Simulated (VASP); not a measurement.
Mn, 2 atoms in the cell. It takes space group P6_3/mmc (No. 194, hexagonal). Conventional cell: a = 2.287 Å, b = 2.287 Å, c = 3.692 Å, α = 90.00°, β = 90.00°, γ = 120.00°. Within 3.0 Å of Mn (site symmetry -6m2) lie 12 Mn at 2.27 to 2.29 Å.  This cell differs from its parent crystal: volume scaled by 0.78.

| Property | Result |
| --- | --- |
| Program | VASP 6.6.1 |
| Task | single point |
| Functional | PBE |
| Potentials or basis | VASP PAW PBE potentials, release 64 (Mn_pv) |
| Cutoff | 520 eV |
| k mesh | 17 × 17 × 9 |
| Occupations | fermi-dirac, width 0.1 eV |
| Spin | collinear spin, ferromagnetic start |
| Starting moments | [3.0, 3.0] μB |
| Dipole correction | no |
| Further INCAR settings | ALGO = Normal; EDIFF = 1e-06; NBANDS = 24 |

Potentials or basis: VASP PAW PBE potentials, release 64 (Mn_pv).

Command:

```sh
$ cat potpaw_PBE.64/Mn_pv/POTCAR > POTCAR
$ mpirun -np 1 vasp_std > vasp.out
```

Hardware: 1 thread of Intel(R) Xeon(R) 6975P-C (Granite Rapids), with other jobs on the host.

Q: Estimate the wall time of this run.

A: It took 53 s on 1 thread of Intel(R) Xeon(R) 6975P-C (Granite Rapids), with other jobs on the host, peak memory 0.2 GiB. Counts: scf iterations 15, k points 165.
